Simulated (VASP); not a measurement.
# PbO (CsCl type) (Pm-3m) in VASP: a series of runs, part 2 of 2

VASP 6.6.1. The steps go on from the part before.

## Step 3: Density of states, PBE (volume scaled by 0.6)

POSCAR reads:

```
PbO
1.0
    2.7113810880      0.0000000000      0.0000000000
    0.0000000000      2.7113810880      0.0000000000
    0.0000000000      0.0000000000      2.7113810880
Pb O
1 1
Direct
    0.0000000000      0.0000000000      0.0000000000
    0.5000000000      0.5000000000      0.5000000000
```

INCAR.step1 reads:

```
SYSTEM = PbO
  PREC = Accurate
  ENCUT = 520
  EDIFF = 1E-7
  ISMEAR = -1
  SIGMA = 0.05
  LREAL = .FALSE.
  LASPH = .TRUE.
  NELM = 80
  ALGO = Normal
  ISIF = 2
  LWAVE = .FALSE.
  LCHARG = .TRUE.
  GGA = PE
  NBANDS = 17
```

KPOINTS.step1 reads:

```
regular mesh
0
G
  13 13 13
  0 0 0
```

INCAR.step2 reads:

```
SYSTEM = PbO
  PREC = Accurate
  ENCUT = 520
  EDIFF = 1E-7
  ISMEAR = -5
  SIGMA = 0.05
  LREAL = .FALSE.
  LASPH = .TRUE.
  NELM = 80
  ALGO = Normal
  ISIF = 2
  LWAVE = .FALSE.
  LCHARG = .FALSE.
  GGA = PE
  LORBIT = 11
  NEDOS = 2001
  ICHARG = 11
```

KPOINTS.step2 reads:

```
regular mesh
0
G
  20 20 20
  0 0 0
```

Potentials or basis: VASP PAW PBE potentials, release 64 (Pb_d, O).

Command:

```console
> cat potpaw_PBE.64/Pb_d/POTCAR potpaw_PBE.64/O/POTCAR > POTCAR
> cp INCAR.step1 INCAR
> cp KPOINTS.step1 KPOINTS
> mpirun -np 1 vasp_std > vasp.out
> cp INCAR.step2 INCAR
> cp KPOINTS.step2 KPOINTS
> mpirun -np 1 vasp_std > vasp.out
```

It took 92 s on 1 thread of Intel Xeon 8259CL, shared host; peak memory 0.2 GiB.

The run converged. Its results:

| Property | Result |
| --- | --- |
| Valence electrons inside the program's atomic spheres | Pb 12.41; O 5.15 |

Levels at points of the mesh, in eV from the Fermi level:
| k point | band 8 | band 9 | band 10 | band 11 | band 12 | band 13 |
| --- | --- | --- | --- | --- | --- | --- |
| (0.00, 0.00, 0.00) | -4.94 | -4.94 | -4.94 | 10.95 | 10.95 | 12.66 |
| (0.50, 0.00, 0.00) | -3.08 | -3.08 | -0.63 | 1.05 | 9.04 | 9.72 |
| (0.50, 0.50, 0.00) | -9.42 | -5.69 | -3.61 | 5.01 | 5.01 | 12.15 |
| (0.50, 0.50, 0.50) | -4.75 | -4.75 | -0.76 | -0.76 | -0.76 | 0.08 |

Caveat: the cell differs from its parent crystal (volume scaled by 0.6); spin-orbit coupling is left out, which moves the levels of the heavy elements; tetrahedron occupations give inexact forces and stress in metals.

## Step 4: Density of states, PBE

This run uses another cell than the first one, of 16.61 Å³/atom, 2.500 times its volume.

POSCAR reads:

```
PbO
1.0
    3.2146977460      0.0000000000      0.0000000000
    0.0000000000      3.2146977460      0.0000000000
    0.0000000000      0.0000000000      3.2146977460
Pb O
1 1
Direct
    0.0000000000      0.0000000000      0.0000000000
    0.5000000000      0.5000000000      0.5000000000
```

INCAR.step1 reads:

```
SYSTEM = PbO
PREC     = Accurate       ! precision mode
ENCUT    = 520            ! plane-wave cutoff, eV
EDIFF    = 1E-7           ! SCF threshold, eV
ISMEAR   = -1             ! smearing method
SIGMA    = 0.05           ! smearing width, eV
LREAL    = .False.        ! projectors in reciprocal space
LASPH    = .True.         ! aspherical terms in the spheres
NELM     = 60             ! most SCF steps
ALGO     = Normal         ! electronic algorithm
ISIF     = 2              ! what is computed and relaxed
LWAVE    = .False.        ! write WAVECAR
LCHARG   = .True.         ! write CHGCAR
GGA      = PE             ! functional
NBANDS   = 17             ! bands
```

KPOINTS.step1 reads:

```
Automatic mesh
0
Gamma
  13 13 13
  0 0 0
```

INCAR.step2 reads:

```
SYSTEM = PbO
PREC     = Accurate       ! precision mode
ENCUT    = 520            ! plane-wave cutoff, eV
EDIFF    = 1E-7           ! SCF threshold, eV
ISMEAR   = -5             ! smearing method
SIGMA    = 0.05           ! smearing width, eV
LREAL    = .False.        ! projectors in reciprocal space
LASPH    = .True.         ! aspherical terms in the spheres
NELM     = 60             ! most SCF steps
ALGO     = Normal         ! electronic algorithm
ISIF     = 2              ! what is computed and relaxed
LWAVE    = .False.        ! write WAVECAR
LCHARG   = .False.        ! write CHGCAR
GGA      = PE             ! functional
LORBIT   = 10             ! projections on sites
NBANDS   = 17             ! bands
NEDOS    = 2001           ! points of the DOS
ICHARG   = 11             ! starting density
```

KPOINTS.step2 reads:

```
Automatic mesh
0
Gamma
  20 20 20
  0 0 0
```

Potentials or basis: VASP PAW PBE potentials, release 64 (Pb_d, O).

Command:

```console
> cat potpaw_PBE.64/Pb_d/POTCAR potpaw_PBE.64/O/POTCAR > POTCAR
> cp INCAR.step1 INCAR
> cp KPOINTS.step1 KPOINTS
> mpirun -np 1 vasp_std > vasp.out
> cp INCAR.step2 INCAR
> cp KPOINTS.step2 KPOINTS
> mpirun -np 1 vasp_std > vasp.out
```

OUTCAR:

```text
SYSTEM = PbO
   PREC = Accurate
   ENCUT = 520
   EDIFF = 1E-7
   ISMEAR = -5
   LREAL = .False.
   LASPH = .True.
   NELM = 60
   ISIF = 2
   GGA = PE
   LORBIT = 10
   ICHARG = 11

 ion  position               nearest neighbor table
   1  0.000  0.000  0.000-   2 2.78   2 2.78   2 2.78   2 2.78   2 2.78   2 2.78   2 2.78   2 2.78

   2  0.500  0.500  0.500-   1 2.78   1 2.78   1 2.78   1 2.78   1 2.78   1 2.78   1 2.78   1 2.78

  LATTYP: Found a simple cubic cell.
 ALAT       =     3.2146977460

  Lattice vectors:

 A1 = (   3.2146977460,   0.0000000000,   0.0000000000)
 A2 = (   0.0000000000,   3.2146977460,   0.0000000000)
[... 673 lines left out ...]
  Total       -0.0077604     -0.0077604     -0.0077604      0.0000000      0.0000000      0.0000000
  in kB       -0.3742623     -0.3742623     -0.3742623      0.0000000      0.0000000      0.0000000
  external PRESSURE =      -0.3742623 kB  Pullay stress =       0.0000000 kB

 VOLUME and BASIS-vectors are now :
 -----------------------------------------------------------------------------
  energy-cutoff  :      520.00
  volume of cell :       33.22
      direct lattice vectors                 reciprocal lattice vectors
     3.214697746  0.000000000  0.000000000     0.311071236  0.000000000  0.000000000
     0.000000000  3.214697746  0.000000000     0.000000000  0.311071236  0.000000000
     0.000000000  0.000000000  3.214697746     0.000000000  0.000000000  0.311071236

 POSITION                                       TOTAL-FORCE (eV/Angst)
 -----------------------------------------------------------------------------------
      0.00000      0.00000      0.00000         0.000000      0.000000      0.000000
      1.60735      1.60735      1.60735         0.000000      0.000000      0.000000
 -----------------------------------------------------------------------------------
    total drift:                                0.000000      0.000000     -0.000000

  FREE ENERGIE OF THE ION-ELECTRON SYSTEM (eV)
  ---------------------------------------------------
  free  energy   TOTEN  =        -9.7535225217 eV

  energy  without entropy=       -9.7535225217  energy(sigma->0) =       -9.75352252

 total charge

# of ion       s       p       d       tot
------------------------------------------
    1        1.492   0.469   9.855  11.816
    2        1.586   3.266   0.000   4.852
--------------------------------------------------
tot          3.078   3.735   9.855  16.668
```

Wall time 2.2 min (1 thread of Intel Xeon 8259CL, shared host); peak memory 0.26 GiB.

What came out:

| Item | Value |
| --- | --- |
| Valence electrons inside the program's atomic spheres | Pb 11.82; O 4.85 |

Levels at points of the mesh, in eV from the valence-band top:
| k point | band 8 | band 9 | band 10 | band 11 | band 12 | band 13 |
| --- | --- | --- | --- | --- | --- | --- |
| (0.00, 0.00, 0.00) | -1.85 | -1.85 | -1.85 | 8.22 | 8.22 | 8.22 |
| (0.50, 0.00, 0.00) | -1.08 | -1.08 | -0.59 | 0.12 | 7.50 | 7.50 |
| (0.50, 0.50, 0.00) | -4.55 | -4.55 | -1.07 | 3.71 | 3.71 | 9.51 |
| (0.50, 0.50, 0.50) | -2.30 | -2.30 | -2.30 | 0.60 | 0.60 | 0.60 |

Caveat: spin-orbit coupling is left out, which moves the levels of the heavy elements.
